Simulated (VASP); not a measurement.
**Pt: single point with PBEsol**

Pt:

```xyz
2
Lattice="2.7255 0.0000 0.0000 -1.3627 2.3603 0.0000 0.0000 0.0000 4.7045" Properties=species:S:1:pos:R:3 pbc="T T T"
Pt    1.3627    0.7868    3.5284
Pt    0.0000    1.5736    1.1761
```

```yaml
Program: VASP 6.6.1
Task: single point
Functional: PBEsol
Potentials_or_basis: VASP PAW PBE potentials, release 64 (Pt)
Cutoff: 500 eV
k_mesh: 18 × 18 × 9
Occupations: gaussian, width 0.1 eV
Spin: no spin polarisation
```

- Pressure: -0.4 GPa
- Band gap on the k mesh: zero (band 10 reaches 11.53 eV, above the bottom of band 11 at 10.21 eV)

Stress tensor (GPa, compression positive):
```
-0.31  0.00  0.00
 0.00 -0.31  0.00
 0.00  0.00 -0.51
```

Levels at points of the mesh, in eV from the Fermi level:
| k point | band 8 | band 9 | band 10 | band 11 | band 12 | band 13 |
| --- | --- | --- | --- | --- | --- | --- |
| (0.00, 0.00, 0.00) | -1.96 | -1.96 | -0.94 | -0.23 | -0.23 | 5.00 |
| (0.50, 0.00, 0.00) | 0.04 | 0.30 | 0.52 | 2.31 | 3.84 | 7.44 |

It took 48 s on 1 thread of Intel Xeon 6975P-C, on a shared host, peak memory 0.2 GiB.

Caveat: the PAW data sets were made with another functional, which shifts forces and pressure a little; spin-orbit coupling is left out, which moves the levels of the heavy elements.
